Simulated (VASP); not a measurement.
Wanted: the native input for a VASP 6.6.1 run.

```
Task                   : single point
Functional             : r2SCAN
Potentials or basis    : VASP PAW PBE potentials, release 64 (Sn_d)
Cutoff                 : 520 eV
k mesh                 : 22 × 22 × 22
Occupations            : gaussian, width 0.15 eV
Spin                   : no spin polarisation
Dipole correction      : no
Further INCAR settings : ALGO = Normal; EDIFF = 1e-06; NBANDS = 13
```

The system is Sn.

```
CELL_PARAMETERS angstrom
-1.81563 1.81563 1.89129
1.81563 -1.81563 1.89129
1.81563 1.81563 -1.89129
ATOMIC_POSITIONS crystal
Sn 0.00000 0.00000 0.00000
```

This cell differs from its parent crystal: strain -0.0400 x Voigt [1, 1, 0, 0, 0, 0].

One way to write it, as run:

POSCAR

```
Sn
1.0
   -1.8156343664      1.8156343664      1.8912857983
    1.8156343664     -1.8156343664      1.8912857983
    1.8156343664      1.8156343664     -1.8912857983
Sn
1
Direct
    0.0000000000      0.0000000000      0.0000000000
```

INCAR.step1

```
PREC = Accurate
ENCUT = 520
ISMEAR = 0
SIGMA = 0.15
LREAL = False
LASPH = True
NELM = 60
NBANDS = 13
GGA = PE
ALGO = Normal
EDIFF = 1E-4
LWAVE = True
LCHARG = False
```

INCAR.step2

```
PREC = Accurate
ENCUT = 520
EDIFF = 1E-6
ISMEAR = 0
SIGMA = 0.15
LREAL = False
LASPH = True
NELM = 60
ALGO = Normal
ISIF = 2
LWAVE = False
LCHARG = False
METAGGA = R2SCAN
LMIXTAU = True
NBANDS = 13
ISTART = 1
```

KPOINTS

```
Automatic mesh
0
Gamma
  22 22 22
```

Potentials or basis: VASP PAW PBE potentials, release 64 (Sn_d).

The run is started by

```bash
$ cat potpaw_PBE.64/Sn_d/POTCAR > POTCAR
$ cp INCAR.step1 INCAR
$ mpirun -np 1 vasp_std > vasp.out
$ cp INCAR.step2 INCAR
$ mpirun -np 1 vasp_std > vasp.out
```

It gave:

```json
{"Pressure": "4.8 GPa", "Band gap on the k mesh": "zero (bands 7 and 8 overlap by 11.99 eV)"}
```

Caveat: the cell differs from its parent crystal (strain -0.0400 x Voigt [1, 1, 0, 0, 0, 0]); the cell stands under pressure; the PAW data sets were made with another functional, which shifts forces and pressure a little; spin-orbit coupling is left out, which moves the levels of the heavy elements.

Wall time 28 min on 1 thread of AMD EPYC 7R43 64-Core Processor (Zen 3) (shared host), peak memory 0.31 GiB.
